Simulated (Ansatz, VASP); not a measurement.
One calculation of Zr3SiO, two programs

```xyz
5
Lattice="4.3630 0.0000 0.0000 0.0000 4.3630 0.0000 0.0000 0.0000 6.6788" Properties=species:S:1:pos:R:3 pbc="T T T"
Zr    0.0000    2.1815   -0.6998
Zr    2.1815    0.0000   -0.6998
Zr    0.0000    0.0000    3.5903
Si    0.0000    0.0000    0.9386
O     2.1815    2.1815    5.9539
```

Change from the starting cell: species swapped into the BaTiO3 type (P4mm, No. 99).

Alike in both runs: functional PBE; k mesh 4 × 4 × 4; occupations gaussian, width 0.1 eV; no spin polarisation.

Ansatz relaxed the structure, and its values are those at the end. VASP's run is a single point on that final structure, the one shown.

|  | VASP | Ansatz |
| --- | --- | --- |
| version | VASP 6.6.1 | Ansatz 0.2.0 |
| potentials or method | VASP PAW PBE potentials, release 64 (Zr_sv, Si, O), cutoff 520 eV | scalar-relativistic, plane waves, PAW |
| valence electrons in the cell | 46 | 46 |

|  | VASP | Ansatz | Ansatz less VASP |
| --- | --- | --- | --- |
| gap on the k mesh at the Fermi level (eV) | none | none | - |
| pressure (GPa) | 0.0 | 0.0 | -0.04 |
| rms of the force components (eV/Å) | 0.003 | 0.003 | -0.0002 |

A gap of «none» marks a metal or a gap that the smearing closes.

The k mesh is coarse, so the values compare programs but aren't converged.
